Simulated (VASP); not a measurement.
Runs of VASP 6.6.1 on ZnS. The structure is that of space group I-4m2 (No. 119), or close to it. The cells are those of the table. 

```csv
cell,gap on the mesh (eV),pressure (GPa)
"a = 3.639, b = 3.639, c = 3.849 Å, angles 58.1, 58.1, 63.9°, 2 atoms",(b),(a)
"a = 4.109, b = 4.109, c = 3.849 Å, angles 62.1, 62.1, 55.9°, 2 atoms",1.27,-6.6
"a = 4.148, b = 4.148, c = 3.849 Å, angles 62.4, 62.4, 55.3°, 2 atoms",1.16,-7.2
"a = 3.572, b = 3.572, c = 3.849 Å, angles 57.4, 57.4, 65.2°, 2 atoms",2.29,15.3
"a = 3.777, b = 3.777, c = 3.849 Å, angles 59.4, 59.4, 61.3°, 2 atoms",2.10,3.1
"a = 3.707, b = 3.707, c = 3.849 Å, angles 58.7, 58.7, 62.5°, 2 atoms",2.19,6.4
"a = 4.071, b = 4.071, c = 3.849 Å, angles 61.8, 61.8, 56.4°, 2 atoms",1.38,-5.9
"a = 3.996, b = 3.996, c = 3.849 Å, angles 61.2, 61.2, 57.6°, 2 atoms",1.60,-4.3
```

Alike in all rows: task single point; level PBE; potentials or basis VASP PAW PBE potentials, release 64 (Zn, S); no spin polarisation; k mesh 8 × 8 × 8; cutoff (eV) 520; smearing gaussian 0.05 eV.

Q: Fill in the values left out.

A: (a) 10.5; (b) 2.30.

A k mesh can miss the band edges.
